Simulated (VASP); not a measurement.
Write the native input for VASP 6.6.1 that does the following.

```
Task                   : single point
Functional             : PBE
Potentials or basis    : VASP PAW PBE potentials, release 64 (Sc_sv)
Cutoff                 : 520 eV
k mesh                 : 4 × 4 × 2
Occupations            : fermi-dirac, width 0.1 eV
Spin                   : no spin polarisation
Dipole correction      : no
Further INCAR settings : ALGO = Normal; EDIFF = 1e-07; NBANDS = 18
```

The structure of Sc lies in POSCAR:

```
Sc
1.0
    3.3193628924      0.0000000000      0.0000000000
   -1.6596814462      2.8746525892      0.0000000000
    0.0000000000      0.0000000000      5.1842605006
Sc
2
Direct
    0.3333333333      0.6666666667      0.2500000000
    0.6666666667      0.3333333333      0.7500000000
```

These files were run (other wordings do the same):

INCAR

```
SYSTEM = Sc
PREC     = Accurate       ! precision mode
ENCUT    = 520            ! plane-wave cutoff, eV
EDIFF    = 1E-7           ! SCF threshold, eV
ISMEAR   = -1             ! smearing method
SIGMA    = 0.1            ! smearing width, eV
LREAL    = .FALSE.        ! projectors in reciprocal space
LASPH    = .TRUE.         ! aspherical terms in the spheres
NELM     = 80             ! most SCF steps
ALGO     = Normal         ! electronic algorithm
ISIF     = 2              ! what is computed and relaxed
LWAVE    = .FALSE.        ! write WAVECAR
LCHARG   = .FALSE.        ! write CHGCAR
GGA      = PE             ! functional
NBANDS   = 18             ! bands
```

KPOINTS

```
Automatic mesh
0
G
  4 4 2
  0 0 0
```

Potentials or basis: VASP PAW PBE potentials, release 64 (Sc_sv).

Run with:

```sh
$ cat potpaw_PBE.64/Sc_sv/POTCAR > POTCAR
$ mpirun -np 1 vasp_std > vasp.out
```

Results of the run:

The pressure is 0.3 GPa. The band gap on the k mesh is zero (bands 11 and 12 overlap by 1.33 eV).

Caveat: the k points lie up to 0.61 Å⁻¹ apart, too coarse for converged energies and pressures of a metal.

It took 19 s on 1 thread of Intel Xeon 8259CL (shared host), peak memory 0.17 GiB.
